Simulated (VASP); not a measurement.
Input of a VASP 6.6.1 run:

POSCAR

```
NaH
1.0
    0.0529051046      2.4504173962      2.4504173962
    2.4504173962      0.0529051046      2.4504173962
    2.4504173962      2.4504173962      0.0529051046
Na H
1 1
Direct
    0.0000000000      0.0000000000      0.0000000000
    0.5000000000      0.5000000000      0.5000000000
```

File INCAR.step1:

```
SYSTEM = NaH
PREC     = Accurate       ! precision mode
ENCUT    = 520            ! plane-wave cutoff, eV
ISMEAR   = 0              ! smearing method
SIGMA    = 0.01           ! smearing width, eV
LREAL    = .False.        ! projectors in reciprocal space
LASPH    = .True.         ! aspherical terms in the spheres
NELM     = 100            ! most SCF steps
NBANDS   = 11             ! bands
GGA      = PE             ! functional
ALGO     = Normal         ! electronic algorithm
EDIFF    = 1E-4           ! SCF threshold, eV
LWAVE    = .True.         ! write WAVECAR
LCHARG   = .False.        ! write CHGCAR
```

File INCAR.step2:

```
SYSTEM = NaH
PREC     = Accurate       ! precision mode
ENCUT    = 520            ! plane-wave cutoff, eV
EDIFF    = 1E-7           ! SCF threshold, eV
ISMEAR   = 0              ! smearing method
SIGMA    = 0.01           ! smearing width, eV
LREAL    = .False.        ! projectors in reciprocal space
LASPH    = .True.         ! aspherical terms in the spheres
NELM     = 100            ! most SCF steps
ALGO     = Normal         ! electronic algorithm
ISIF     = 2              ! what is computed and relaxed
LWAVE    = .False.        ! write WAVECAR
LCHARG   = .True.         ! write CHGCAR
METAGGA  = R2SCAN         ! meta-GGA
LMIXTAU  = .True.       
LELF     = .True.         ! ELF
LVHAR    = .True.       
NBANDS   = 11             ! bands
ISTART   = 1
```

Contents of KPOINTS:

```
regular mesh
0
Gamma
  10 10 10
  0 0 0
```

Potentials or basis: VASP PAW PBE potentials, release 64 (Na_pv, H).

Launch:

```console
$ cat potpaw_PBE.64/Na_pv/POTCAR potpaw_PBE.64/H/POTCAR > POTCAR
$ cp INCAR.step1 INCAR
$ mpirun -np 1 vasp_std > vasp.out
$ cp INCAR.step2 INCAR
$ mpirun -np 1 vasp_std > vasp.out
```

Task: Estimate the band gap on the k mesh.

Result: 4.17 eV (least direct gap 5.13 eV).

Task: Predict the pressure.

Result: -1.0 GPa.

Stress tensor (GPa, compression positive):
```
-1.01 -0.53 -0.53
-0.53 -1.01 -0.53
-0.53 -0.53 -1.01
```

Caveat: the cell differs from its parent crystal (strain along [111] +3.3%); the structure was generated, so it needn't be the stable form of NaH; the PAW data sets were made with another functional, which shifts forces and pressure a little. A k mesh can miss the band edges.
